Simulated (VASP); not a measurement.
# Pt (P6_3/mmc) in VASP: single point with PBEsol

Aim: the single point of Pt with PBEsol.

Everything below comes from runs of VASP 6.6.1. Logs are shortened: lines on timing, memory, paths and dates and some standing lists are left out, and cuts for length are marked.

## 1. The cell of the first run

It takes space group P6_3/mmc (No. 194, hexagonal). The conventional cell has a = 2.725 Å, b = 2.725 Å, c = 4.707 Å, α = 90.00°, β = 90.00°, γ = 120.00°. Pt (site symmetry -6m2) has 12 Pt at 2.73 to 2.83 Å within 3.6 Å.

## 2. Single point, PBEsol

File INCAR:

```
  PREC = Accurate
  ENCUT = 520
  EDIFF = 1E-6
  ISMEAR = 0
  SIGMA = 0.15
  LREAL = False
  LASPH = True
  NELM = 80
  ALGO = Normal
  ISIF = 2
  LWAVE = False
  LCHARG = True
  GGA = PS
  LELF = True
  LVHAR = True
  NBANDS = 17
```

File KPOINTS:

```
regular mesh
0
Gamma
  18 18 10
```

File POSCAR:

```
Pt
1.0
    2.7251897179      0.0000000000      0.0000000000
   -1.3625948590      2.3600835258      0.0000000000
    0.0000000000      0.0000000000      4.7069219539
Pt
2
Direct
    0.6666666667      0.3333333333      0.7500000000
    0.3333333333      0.6666666667      0.2500000000
```

Potentials or basis: VASP PAW PBE potentials, release 64 (Pt).

The run is started by

```console
$ cat potpaw_PBE.64/Pt/POTCAR > POTCAR
$ mpirun -np 1 vasp_std > vasp.out
```

OUTCAR:

```text
PREC = Accurate
   ENCUT = 520
   EDIFF = 1E-6
   ISMEAR = 0
   LREAL = False
   LASPH = True
   NELM = 80
   ISIF = 2
   GGA = PS

 ion  position               nearest neighbor table
   1  0.667  0.333  0.750-   2 2.83   2 2.83   2 2.83   2 2.83   2 2.83   2 2.83
   2  0.333  0.667  0.250-   1 2.83   1 2.83   1 2.83   1 2.83   1 2.83   1 2.83

  LATTYP: Found a hexagonal cell.
 ALAT       =     2.7251897179
 C/A-ratio  =     1.7271905596

  Lattice vectors:

 A1 = (   2.7251897179,   0.0000000000,   0.0000000000)
 A2 = (  -1.3625948590,   2.3600835258,   0.0000000000)
 A3 = (   0.0000000000,   0.0000000000,   4.7069219539)

Analysis of symmetry for initial positions (statically):
=====================================================================
 Subroutine PRICEL returns:
 Original cell was already a primitive cell.

 Routine SETGRP: Setting up the symmetry group for a
 hexagonal supercell.

 Subroutine GETGRP returns: Found 24 space group operations
 (whereof 12 operations were pure point group operations)
 out of a pool of 24 trial point group operations.

The static configuration has the point symmetry D_3d.
 The point group associated with its full space group is D_6h.

Analysis of symmetry for dynamics (positions and initial velocities):
=====================================================================
 Subroutine PRICEL returns:
 Original cell was already a primitive cell.

 Routine SETGRP: Setting up the symmetry group for a
 hexagonal supercell.

 Subroutine GETGRP returns: Found 24 space group operations
 (whereof 12 operations were pure point group operations)
 out of a pool of 24 trial point group operations.

The dynamic configuration has the point symmetry D_3d.
 The point group associated with its full space group is D_6h.

 Subroutine INISYM returns: Found 24 space group operations
 (whereof 12 operations are pure point group operations),
 and found     1 'primitive' translations

----------------------------------------------------------------------------------------

                                     Primitive cell

  volume of cell :      30.2734

  direct lattice vectors                    reciprocal lattice vectors
     2.725189718  0.000000000  0.000000000     0.366946930  0.211856909  0.000000000
    -1.362594859  2.360083526  0.000000000     0.000000000  0.423713817  0.000000000
     0.000000000  0.000000000  4.706921954     0.000000000  0.000000000  0.212453066

  length of vectors
     2.725189718  2.725189718  4.706921954     0.423713817  0.423713817  0.212453066

  position of ions in fractional coordinates (direct lattice)
     0.666666667  0.333333333  0.750000000
     0.333333333  0.666666667  0.250000000

  ion indices of the primitive-cell ions
   primitive index   ion index
                 1           1
                 2           2

----------------------------------------------------------------------------------------

 KPOINTS: regular mesh

Automatic generation of k-mesh.
 Grid dimensions read from file:
 generate k-points for:   18   18   10

 Generating k-lattice:

  Cartesian coordinates                     Fractional coordinates (reciprocal lattice)
     0.020385941  0.011769828  0.000000000     0.055555556 -0.000000000  0.000000000
     0.000000000  0.023539657  0.000000000     0.000000000  0.055555556  0.000000000
     0.000000000  0.000000000  0.021245307     0.000000000  0.000000000  0.100000000

  Length of vectors
     0.023539657  0.023539657  0.021245307

  Shift w.r.t. Gamma in fractional coordinates (k-lattice)
     0.000000000  0.000000000  0.000000000

 Subroutine IBZKPT returns following result:
 ===========================================

 Found    222 irreducible k-points:

 Following reciprocal coordinates:
            Coordinates               Weight
  0.000000  0.000000  0.000000      1.000000
  0.055556  0.000000  0.000000      6.000000
  0.111111  0.000000  0.000000      6.000000
  0.166667 -0.000000  0.000000      6.000000
  0.222222  0.000000  0.000000      6.000000
  0.277778  0.000000  0.000000      6.000000
[... 16 lines left out ...]
  0.333333  0.111111  0.000000     12.000000
  0.388889  0.111111  0.000000     12.000000
 [... further k-points ...]
   k-points           NKPTS =    222   k-points in BZ     NKDIM =    222   number of bands    NBANDS=     17
   number of dos      NEDOS =    301   number of ions     NIONS =      2
   total plane-waves  NPLWV =  14400
   dimension x,y,z NGX =    20 NGY =   20 NGZ =   36
   dimension x,y,z NGXF=    40 NGYF=   40 NGZF=   72
   ions per type =               2
   NGX,Y,Z   is equivalent  to a cutoff of  12.20, 12.20, 12.72 a.u.
   NGXF,Y,Z  is equivalent  to a cutoff of  24.40, 24.40, 25.43 a.u.
 SYSTEM =  unknown system
   PREC   = accura    normal or accurate (medium, high low for compatibility)
   ISTART =      0    job   : 0-new  1-cont  2-samecut
   ICHARG =      2    charge: 1-file 2-atom 10-const
   ISPIN  =      1    spin polarized calculation?
   LNONCOLLINEAR =      F non collinear calculations
   LSORBIT =      F    spin-orbit coupling
   LASPH  =      T    aspherical Exc in radial PAW
   ENCUT  =  520.0 eV  38.22 Ry    6.18 a.u.   5.07  5.07  8.75*2*pi/ulx,y,z
   NELM   =     80;   NELMIN=  2; NELMDL= -5     # of ELM steps
   EDIFF  = 0.1E-05   stopping-criterion for ELM
   LREAL  =      F    real-space projection
   EDIFFG = 0.1E-04   stopping-criterion for IOM
   NSW    =      0    number of steps for IOM
   IBRION =     -1    ionic relax: 0-MD 1-quasi-New 2-CG
   NFREE  =      0    steps in history (QN), initial steepest desc. (CG)
   ISIF   =      2    stress and relaxation
   ISYM   =      2    0-nonsym 1-usesym 2-fastsym
   POTIM  = 0.5000    time-step for ionic-motion
   TEBEG  =    0.0;   TEEND  =   0.0 temperature during run
   PSTRESS=    0.0 pullay stress
   NELECT =      20.0000    total number of electrons
   NUPDOWN=      -1.0000    fix difference up-down
   EMIN   =  10.00;   EMAX   =-10.00  energy-range for DOS
   EFERMI =   0.00;   METHOD = LEGACY
   ISMEAR =     0;   SIGMA  =   0.15  broadening in eV -4-tet -1-fermi 0-gaus
   EFERMI_NEDOS =   21; number of points for ismear=-14 and -15
   IALGO  =     38    algorithm
   IMIX   =      4    mixing-type and parameters
     AMIX     =   0.40;   BMIX     =  1.00
     AMIX_MAG =   1.60;   BMIX_MAG =  1.00
  volume/ion in A,a.u.               =      15.14       102.15
  Fermi-wavevector in a.u.,A,eV,Ry     =   1.425819  2.694408 27.660105  2.032960
  Thomas-Fermi vector in A             =   2.546163
   LORBIT       =      0    0 simple, 1 ext, 2 COOP (PROOUT), +10 PAW based schemes
   GGA     = PS    functional components
   LHFCALC =     F    Hartree Fock is set to
   AEXX    =    0.0000 exact exchange contribution
   IVDW    =     0    specifies the selected vdW correction
   LEPSILON=     F    determine dielectric tensor
   LRPA    =     F    only Hartree local field effects (RPA)
 non-spin polarized calculation
 Gauss-broadening in eV      SIGMA  =   0.15
  energy-cutoff  :      520.00
  volume of cell :       30.27
 maximum number of plane-waves:       835
   NGX = 11   NGY = 11   NGZ = 17

 number of electron      20.0000000 magnetization

 Free energy of the ion-electron system (eV)
  ---------------------------------------------------
  ext. energy  EPLUGINS =         0.00000000
  ---------------------------------------------------
  free energy    TOTEN  =       -13.82038819 eV

  energy without entropy =      -13.77950714  energy(sigma->0) =      -13.79994766

 E-fermi :  10.9996     XC(G=0): -13.6021

 val. band max:       10.9986406822   @ k =   0.2222   0.1667   0.4000
 cond. band min:      11.0062711983   @ k =   0.3333   0.1667   0.0000
 fundamental gap:      0.0076305161
 Fermi energy:        10.9995945833

 k-point     1 :       0.0000    0.0000    0.0000
  band No.  band energies     occupation
      1       0.7674      2.00000
      2       3.4941      2.00000
      3       6.8053      2.00000
      4       7.3297      2.00000
      5       7.3297      2.00000
      6       7.7326      2.00000
[... 9 lines left out ...]
     16      28.2829      0.00000
     17      32.4105      0.00000

 k-point     2 :       0.0556    0.0000    0.0000
  band No.  band energies     occupation
      1       0.8840      2.00000
      2       3.6024      2.00000
      3       6.7923      2.00000
      4       7.3244      2.00000
      5       7.4207      2.00000
      6       7.6721      2.00000
[... 9 lines left out ...]
     16      28.4546      0.00000
     17      31.6870      0.00000

 k-point     3 :       0.1111    0.0000    0.0000
  band No.  band energies     occupation
      1       1.2251      2.00000
      2       3.9078      2.00000
      3       6.6939      2.00000
      4       7.3491      2.00000
      5       7.5610      2.00000
      6       7.6893      2.00000
[... 9 lines left out ...]
     16      28.7407      0.00000
     17      30.5310      0.00000

 k-point     4 :       0.1667   -0.0000    0.0000
  band No.  band energies     occupation
      1       1.7614      2.00000
      2       4.3350      2.00000
      3       6.5231      2.00000
      4       7.1866      2.00000
      5       7.4072      2.00000
      6       7.7607      2.00000
[... 9 lines left out ...]
     16      28.7485      0.00000
     17      29.2418      0.00000

 k-point     5 :       0.2222    0.0000    0.0000
  band No.  band energies     occupation
      1       2.4343      2.00000
      2       4.6926      2.00000
      3       6.4856      2.00000
      4       6.6702      2.00000
      5       6.9713      2.00000
      6       8.2228      2.00000
[... 9 lines left out ...]
     16      27.8076      0.00000
     17      29.4686      0.00000

 k-point     6 :       0.2778    0.0000    0.0000
  band No.  band energies     occupation
      1       3.1372      2.00000
      2       4.7476      2.00000
      3       6.0489      2.00000
      4       6.6898      2.00000
      5       6.9746      2.00000
      6       8.0456      2.00000
[... 9 lines left out ...]
     16      26.6467      0.00000
     17      29.2675      0.00000

 k-point     7 :       0.3333    0.0000    0.0000
  band No.  band energies     occupation
      1       3.7099      2.00000
      2       4.5863      2.00000
      3       5.5555      2.00000
      4       6.8558      2.00000
      5       7.4369      2.00000
      6       7.7814      2.00000
[... 9 lines left out ...]
     16      25.8064      0.00000
     17      26.7949      0.00000

 k-point     8 :       0.3889    0.0000    0.0000
  band No.  band energies     occupation
      1       4.0312      2.00000
      2       4.3973      2.00000
      3       5.1977      2.00000
      4       7.2038      2.00000
      5       7.5766      2.00000
      6       7.7527      2.00000
[... 9 lines left out ...]
     16      24.2640      0.00000
     17      25.1167      0.00000
[... 203 lines left out ...]
      1       2.0755      2.00000
      2       4.6043      2.00000
      3       6.3324      2.00000
      4       7.1236      2.00000
      5       7.1839      2.00000
      6       7.6759      2.00000
[... 9 lines left out ...]
     16      28.4743      0.00000
     17      28.8055      0.00000

 k-point    20 :       0.1667    0.1111    0.0000
  band No.  band energies     occupation
      1       2.7412      2.00000
      2       5.0152      2.00000
      3       6.1492      2.00000
      4       6.5248      2.00000
      5       7.0198      2.00000
      6       7.7859      2.00000
[... 9 lines left out ...]
     16      27.7924      0.00000
     17      29.1628      0.00000

 k-point    21 :       0.2222    0.1111    0.0000
  band No.  band energies     occupation
      1       3.4571      2.00000
      2       5.1072      2.00000
      3       5.9933      2.00000
      4       6.2698      2.00000
      5       7.0067      2.00000
      6       7.5460      2.00000
[... 9 lines left out ...]
     16      26.9042      0.00000
     17      29.2599      0.00000

 k-point    22 :       0.2778    0.1111    0.0000
  band No.  band energies     occupation
      1       4.0624      2.00000
      2       4.9222      2.00000
      3       5.5600      2.00000
      4       6.5807      2.00000
      5       7.2949      2.00000
      6       7.3837      2.00000
[... 9 lines left out ...]
     16      26.1444      0.00000
     17      27.2170      0.00000

 k-point    23 :       0.3333    0.1111    0.0000
  band No.  band energies     occupation
      1       4.4053      2.00000
      2       4.7181      2.00000
      3       5.2414      2.00000
      4       7.0072      2.00000
      5       7.3057      2.00000
      6       7.6864      2.00000
[... 9 lines left out ...]
     16      25.1170      0.00000
     17      25.5095      0.00000

 k-point    24 :       0.3889    0.1111    0.0000
  band No.  band energies     occupation
      1       4.5050      2.00000
      2       4.5996      2.00000
      3       5.0469      2.00000
      4       7.3139      2.00000
      5       7.4848      2.00000
      6       7.5904      2.00000
[... 9 lines left out ...]
     16      23.5130      0.00000
     17      25.0168      0.00000

 [... further k-points ...]
[... 5 lines left out ...]
  --------------------------------------------------------------------------------------
  -------------------------------------------------------------------------------------
  Total       -0.0196409     -0.0196409     -0.1353060      0.0000000      0.0000000      0.0000000
  in kB       -1.0394698     -1.0394698     -7.1608815      0.0000000      0.0000000      0.0000000
  external PRESSURE =      -3.0799404 kB  Pullay stress =       0.0000000 kB

 VOLUME and BASIS-vectors are now :
 -----------------------------------------------------------------------------
  energy-cutoff  :      520.00
  volume of cell :       30.27
      direct lattice vectors                 reciprocal lattice vectors
     2.725189718  0.000000000  0.000000000     0.366946930  0.211856909  0.000000000
    -1.362594859  2.360083526  0.000000000     0.000000000  0.423713817  0.000000000
     0.000000000  0.000000000  4.706921954     0.000000000  0.000000000  0.212453066

 POSITION                                       TOTAL-FORCE (eV/Angst)
 -----------------------------------------------------------------------------------
      1.36259      0.78669      3.53019         0.000000      0.000000      0.000000
     -0.00000      1.57339      1.17673        -0.000000      0.000000      0.000000
 -----------------------------------------------------------------------------------
    total drift:                               -0.000000      0.000000     -0.000000

  FREE ENERGIE OF THE ION-ELECTRON SYSTEM (eV)
  ---------------------------------------------------
  free  energy   TOTEN  =       -13.8203881867 eV

  energy  without entropy=      -13.7795071426  energy(sigma->0) =      -13.79994766
```

Wall time 46 s (1 thread of Intel Xeon Platinum 8488C (Sapphire Rapids), shared host); peak memory 0.21 GiB.

Results:

* Free energy: -13.8204 eV
* Pressure: -0.3 GPa
* Band gap on the k mesh: zero (band 10 reaches 11.52 eV, above the bottom of band 11 at 10.15 eV)

Caveat: the PAW data sets were made with another functional, which shifts forces and pressure a little; spin-orbit coupling is left out, which moves the levels of the heavy elements.
